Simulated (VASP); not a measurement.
Here is a VASP 6.6.1 calculation.

Contents of INCAR:

```
PREC     = Accurate       # precision mode
ENCUT    = 520            # plane-wave cutoff, eV
EDIFF    = 1E-7           # SCF threshold, eV
ISMEAR   = 1              # smearing method
SIGMA    = 0.1            # smearing width, eV
LREAL    = F              # projectors in reciprocal space
LASPH    = T              # aspherical terms in the spheres
NELM     = 100            # most SCF steps
ALGO     = Normal         # electronic algorithm
ISIF     = 2              # what is computed and relaxed
LWAVE    = F              # write WAVECAR
LCHARG   = F              # write CHGCAR
GGA      = PE             # functional
NBANDS   = 21             # bands
```

The input KPOINTS:

```
regular mesh
0
Gamma
  11 11 6
```

The input POSCAR:

```
Ru
1.0
    2.7761117499      0.0000000000      0.0000000000
   -1.3880558750      2.4041837736      0.0000000000
    0.0000000000      0.0000000000      4.3931676036
Ru
2
Direct
    0.3333333333      0.6666666667      0.2500000000
    0.6666666667      0.3333333333      0.7500000000
```

Potentials or basis: VASP PAW PBE potentials, release 64 (Ru_pv).

Launch:

```sh
$ cat potpaw_PBE.64/Ru_pv/POTCAR > POTCAR
$ mpirun -np 1 vasp_std > vasp.out
```

Q: Estimate the band gap on the k mesh.

A: Zero (band 14 reaches 12.79 eV, above the bottom of band 15 at 10.09 eV).

Q: What does it give for the pressure?

A: -17.0 GPa.

Stress tensor (GPa, compression positive):
```
-16.51   0.00   0.00
  0.00 -16.51   0.00
  0.00   0.00 -17.93
```
